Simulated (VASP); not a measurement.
A run of VASP 6.6.1 is set up as follows.

The input INCAR:

```
ALGO = Normal
EDIFF = 1E-6
ENCUT = 520
GGA = PE
ISIF = 2
ISMEAR = -1
LASPH = T
LCHARG = T
LELF = T
LREAL = F
LVHAR = T
LWAVE = F
NBANDS = 17
NELM = 60
PREC = Accurate
SIGMA = 0.01
```

The input KPOINTS:

```
k-points
0
Gamma
  8 8 8
```

The input POSCAR:

```
PbS
1.0
    0.0000000000      2.9846363338      2.9846363338
    2.9846363338      0.0000000000      2.9846363338
    2.9846363338      2.9846363338      0.0000000000
Pb S
1 1
Direct
    0.0000000000      0.0000000000      0.0000000000
    0.5000000000      0.5000000000      0.5000000000
```

Potentials or basis: VASP PAW PBE potentials, release 64 (Pb_d, S).

Command:

```console
$ cat potpaw_PBE.64/Pb_d/POTCAR potpaw_PBE.64/S/POTCAR > POTCAR
$ mpirun -np 1 vasp_std > vasp.out
```

(1) Predict the pressure.

(2) Predict the band gap on the k mesh.

Answers

(1) 1.0 GPa.

(2) 0.43 eV, direct.

Caveat: spin-orbit coupling is left out, which moves the levels of the heavy elements.
